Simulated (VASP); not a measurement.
**Mo: single point with r2SCAN**

The system is Mo.

```
Mo
1.0
     2.66635    0.00000    0.00000
    -1.33318    2.30913    0.00000
     0.00000    0.00000    2.49589
Mo
1
Direct
  0.00000 0.00000 0.50000
```

This cell differs from its parent crystal: strain -0.030 along x and y, -0.015 along z.

* Program: VASP 6.6.1
* Task: single point
* Functional: r2SCAN
* Potentials or basis: VASP PAW PBE potentials, release 64 (Mo_sv)
* Cutoff: 520 eV
* k mesh: 24 × 24 × 24
* Occupations: gaussian, width 0.15 eV
* Spin: no spin polarisation

- Pressure: 20.7 GPa
- Band gap on the k mesh: zero (bands 7 and 8 overlap by 2.26 eV)

Stress tensor (GPa, compression positive):
```
24.26  0.00  0.00
 0.00 24.26  0.00
 0.00  0.00 13.57
```

Levels at points of the mesh, in eV from the Fermi level:
| k point | band 4 | band 5 | band 6 | band 7 | band 8 | band 9 | band 10 | band 11 |
| --- | --- | --- | --- | --- | --- | --- | --- | --- |
| (0.00, 0.00, 0.00) | -35.32 | -7.45 | -5.17 | -1.13 | -1.13 | 4.78 | 4.78 | 13.52 |
| (0.50, 0.00, 0.00) | -35.11 | -5.74 | -3.63 | 1.12 | 1.17 | 4.00 | 5.03 | 11.64 |
| (0.00, 0.00, 0.50) | -35.17 | -4.14 | -0.19 | -0.19 | -0.10 | 1.00 | 1.00 | 11.51 |
| (0.50, 0.00, 0.50) | -35.58 | -6.23 | -4.01 | -0.48 | 5.43 | 6.75 | 6.87 | 8.30 |

Wall time 12 min on 1 thread of Intel Xeon 8259CL, on a shared host, peak memory 0.26 GiB.

Caveat: the cell differs from its parent crystal (strain -0.030 along x and y, -0.015 along z); the cell stands under pressure; the PAW data sets were made with another functional, which shifts forces and pressure a little.
